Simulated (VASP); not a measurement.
Wanted: the native input for a VASP 6.6.1 run.

```yaml
Task: density of states
Functional: PBE
Potentials_or_basis: VASP PAW PBE potentials, release 64 (La, Si, B)
Cutoff: 520 eV
k_mesh: 6 × 6 × 8
Occupations: methfessel-paxton, width 0.2374 eV
Spin: no spin polarisation
Dipole_correction: no
k_mesh_for_the_DOS: 9 × 9 × 12
Occupations_for_the_DOS: tetrahedron
Further_INCAR_settings: ALGO = Normal; EDIFF = 1e-06
```

The system is LaSi2B2.

```
CELL_PARAMETERS angstrom
5.94538 0.00000 0.00000
0.00000 5.94538 0.00000
0.00000 0.00000 4.35690
ATOMIC_POSITIONS crystal
La 0.00000 0.00000 0.00000
La 0.50000 0.50000 0.00000
Si 0.36130 0.86130 0.50000
Si 0.13870 0.36130 0.50000
Si 0.63870 0.13870 0.50000
Si 0.86130 0.63870 0.50000
B 0.16010 0.66010 0.50000
B 0.33990 0.16010 0.50000
B 0.83990 0.33990 0.50000
B 0.66010 0.83990 0.50000
```

One way to write it, as run:

POSCAR

```
LaSi2B2
1.0
    5.9453820000      0.0000000000      0.0000000000
    0.0000000000      5.9453820000      0.0000000000
    0.0000000000      0.0000000000      4.3569020000
La Si B
2 4 4
Direct
    0.0000000000      0.0000000000      0.0000000000
    0.5000000000      0.5000000000      0.0000000000
    0.3613000000      0.8613000000      0.5000000000
    0.1387000000      0.3613000000      0.5000000000
    0.6387000000      0.1387000000      0.5000000000
    0.8613000000      0.6387000000      0.5000000000
    0.1601000000      0.6601000000      0.5000000000
    0.3399000000      0.1601000000      0.5000000000
    0.8399000000      0.3399000000      0.5000000000
    0.6601000000      0.8399000000      0.5000000000
```

INCAR.step1

```
  PREC = Accurate
  ENCUT = 520
  EDIFF = 1E-6
  ISMEAR = 1
  SIGMA = 0.2374
  LREAL = F
  LASPH = T
  NELM = 80
  ALGO = Normal
  ISIF = 2
  LWAVE = F
  LCHARG = T
  LMAXMIX = 6
  GGA = PE
  NBANDS = 36
```

KPOINTS.step1

```
regular mesh
0
Gamma
  6 6 8
```

INCAR.step2

```
  PREC = Accurate
  ENCUT = 520
  EDIFF = 1E-6
  ISMEAR = -5
  SIGMA = 0.2374
  LREAL = F
  LASPH = T
  NELM = 80
  ALGO = Normal
  ISIF = 2
  LWAVE = F
  LCHARG = F
  LMAXMIX = 6
  GGA = PE
  LORBIT = 11
  NEDOS = 1001
  ICHARG = 11
```

KPOINTS.step2

```
regular mesh
0
Gamma
  9 9 12
```

Potentials or basis: VASP PAW PBE potentials, release 64 (La, Si, B).

Launch:

```console
$ cat potpaw_PBE.64/La/POTCAR potpaw_PBE.64/Si/POTCAR potpaw_PBE.64/B/POTCAR > POTCAR
$ cp INCAR.step1 INCAR
$ cp KPOINTS.step1 KPOINTS
$ mpirun -np 1 vasp_std > vasp.out
$ cp INCAR.step2 INCAR
$ cp KPOINTS.step2 KPOINTS
$ mpirun -np 1 vasp_std > vasp.out
```

Results of the run:

```yaml
Valence_electrons_inside_the_program's_atomic_spheres: La 8.52; Si 1.99; B 2.33
```

Caveat: spin-orbit coupling is left out, which moves the levels of the heavy elements.

It took 28 min on 1 thread of Oxide Virtual Turin-like Processor, on a shared host, peak memory 0.58 GiB.
